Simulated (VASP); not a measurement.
Set up this calculation in VASP 6.6.1, as the native input.

```
Task                   : single point
Functional             : PBE
Potentials or basis    : VASP PAW PBE potentials, release 64 (Ge_d, Pd)
Cutoff                 : 520 eV
k mesh                 : 6 × 6 × 1
Occupations            : gaussian, width 0.1 eV
Spin                   : no spin polarisation
Dipole correction      : no
Further INCAR settings : ALGO = Normal; EDIFF = 1e-06; NBANDS = 49
```

The structure of Ge5Pd lies in POSCAR:

```
Ge5Pd
1.0
    2.8642132743      0.0000000000      0.0000000000
   -1.4321066372      2.4804814574      0.0000000000
    0.0000000000      0.0000000000     15.9792059481
Ge Pd
5 1
Direct
    0.6666666667      0.3333333333      0.8603937024
    0.0000000000      0.0000000000      0.6747706303
    0.6666666667      0.3333333333      0.5000000000
    0.0000000000      0.0000000000      0.3252293697
    0.6666666667      0.3333333333      0.1396062976
    0.0000000000      0.0000000000      0.0000000000
```

The cell was built from a structure type or drawn by symmetry, and may not be a known phase.

These files were run (other wordings do the same):

INCAR

```
SYSTEM = Ge5Pd
ALGO     = Normal         ! electronic algorithm
EDIFF    = 1E-6           ! SCF threshold, eV
ENCUT    = 520            ! plane-wave cutoff, eV
GGA      = PE             ! functional
ISIF     = 2              ! what is computed and relaxed
ISMEAR   = 0              ! smearing method
LASPH    = .True.         ! aspherical terms in the spheres
LCHARG   = .False.        ! write CHGCAR
LREAL    = .False.        ! projectors in reciprocal space
LWAVE    = .False.        ! write WAVECAR
NBANDS   = 49             ! bands
NELM     = 100            ! most SCF steps
PREC     = Accurate       ! precision mode
SIGMA    = 0.1            ! smearing width, eV
```

KPOINTS

```
k-points
0
Gamma
  6 6 1
  0 0 0
```

Potentials or basis: VASP PAW PBE potentials, release 64 (Ge_d, Pd).

Command:

```console
$ cat potpaw_PBE.64/Ge_d/POTCAR potpaw_PBE.64/Pd/POTCAR > POTCAR
$ mpirun -np 1 vasp_std > vasp.out
```

Results of the run:

```yaml
Pressure: 0.1 GPa
Largest_force: 0.025 eV/Å
Band_gap_on_the_k_mesh: zero (bands 40 and 41 overlap by 5.25 eV)
```

Caveat: the k points lie up to 0.42 Å⁻¹ apart, too coarse for converged energies and pressures of a metal.

Wall time 24 s on 1 thread of Intel(R) Xeon(R) 6975P-C (Granite Rapids), with other jobs on the host, peak memory 0.25 GiB.
